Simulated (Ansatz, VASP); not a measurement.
# One calculation of ScIn2Se2, two programs

```
Sc In Se
1.0
     3.95000    0.00000    0.00000
    -1.97500    3.42080    0.00000
     0.00000    0.00000    8.88000
Sc In Se
1 2 2
Direct
  0.00000 0.00000 0.00000
  0.00000 0.00000 0.65800
  0.00000 0.00000 0.34200
  0.66667 0.33333 0.83000
  0.33333 0.66667 0.17000
```

Alike in both runs: task relaxation of cell and atoms; functional PBE; k mesh 5 × 5 × 2; occupations gaussian, width 0.2 eV; no spin polarisation.

|  | VASP | Ansatz |
| --- | --- | --- |
| version | VASP 6.6.1 | Ansatz 0.2.0 |
| potentials or method | VASP PAW PBE potentials, release 64 (Sc_sv, In_d, Se), cutoff 600 eV | scalar-relativistic, plane waves, PAW |
| valence electrons in the cell | 49 | 69 |

|  | VASP | Ansatz | Ansatz less VASP |
| --- | --- | --- | --- |
| gap on the k mesh at the Fermi level, each at its own relaxed structure (eV) | none | none | - |
| relaxed volume (Å³/atom) | 27.91 | 27.80 | -0.108 |
| relaxed cell length with the largest relative difference (Å) | 11.168 | 11.134 | -0.0346 |

A gap of «none» marks a metal or a gap that the smearing closes. VASP's potentials hold 49 valence electrons a cell and Ansatz's 69, so a difference there can come from the potentials and not from the codes.

The k mesh is coarse, so the values compare programs but aren't converged. Noted on VASP's run: the volume moved by over 15 % at a fixed basis, so the end points are rough.
